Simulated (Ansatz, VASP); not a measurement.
## Al4Si in VASP and in Ansatz

Contents of INCAR:

```
SYSTEM = Al4Si
ALGO = Normal
DIPOL = 0.5 0.5 0.500
EDIFF = 1E-7
ENCUT = 520
GGA = CA
IDIPOL = 3
ISIF = 2
ISMEAR = -1
LASPH = .TRUE.
LCHARG = .FALSE.
LDIPOL = .TRUE.
LREAL = .FALSE.
LWAVE = .FALSE.
NBANDS = 16
NELM = 100
PREC = Accurate
SIGMA = 0.08
```

Contents of KPOINTS:

```
k-points
0
G
  14 10 1
  0 0 0
```

POSCAR

```
Al4Si
1.0
    2.8165331402      0.0000000000      0.0000000000
    0.0000000000      3.9831793658      0.0000000000
    0.0000000000      0.0000000000     21.6331000000
Al Si
4 1
Direct
    0.0000000000      0.0000000000      0.3733999872
    0.5000000000      0.5000000000      0.4349024041
    0.5000000000      0.5000000000      0.5650975959
    0.0000000000      0.0000000000      0.6266000129
    0.0000000000      0.0000000000      0.5000000000
```

Input for Ansatz:

```yaml
crystal:
  lattice:
    - [2.8165331402, 0.0, 0.0]
    - [0.0, 3.9831793658, 0.0]
    - [0.0, 0.0, 21.6331]
  atoms:
    - { symbol: Al, position: [0.0, 0.0, 0.3733999872] }
    - { symbol: Al, position: [0.5, 0.5, 0.4349024041] }
    - { symbol: Si, position: [0.0, 0.0, 0.5] }
    - { symbol: Al, position: [0.5, 0.5, 0.5650975959] }
    - { symbol: Al, position: [0.0, 0.0, 0.6266000129] }
kpoints:
  mp_grid: { grid: [14, 10, 1] }
scf:
  occupations: { method: fermi_dirac, width: 0.08 }
hamiltonian:
  xc: lda
  pseudopotentials: { kind: all_electron, lapw: { basis_error: 0.001 } }
output:
  forces: true
  stress: true
  eigenvalues: true
efield:
  axis: 3
  amplitude: 0
  dipole_correction: true
```

Alike in both runs: task single point; functional LDA; k mesh 14 × 10 × 1; occupations fermi-dirac, width 0.08 eV; no spin polarisation.

|  | VASP | Ansatz |
| --- | --- | --- |
| version | VASP 6.6.1 | Ansatz 0.2.0 |
| potentials or method | VASP PAW LDA potentials, release 64 (Al, Si), cutoff 520 eV | all-electron LAPW, scalar-relativistic |

```csv
,VASP,Ansatz,Ansatz less VASP
rms of the force components (eV/Å),0.120,0.121,+0.0010
```

LDA's correlation is that of Perdew and Zunger in VASP and of Perdew and Wang (1992) in Ansatz. Ansatz ran all-electron here, and VASP with PAW potentials.
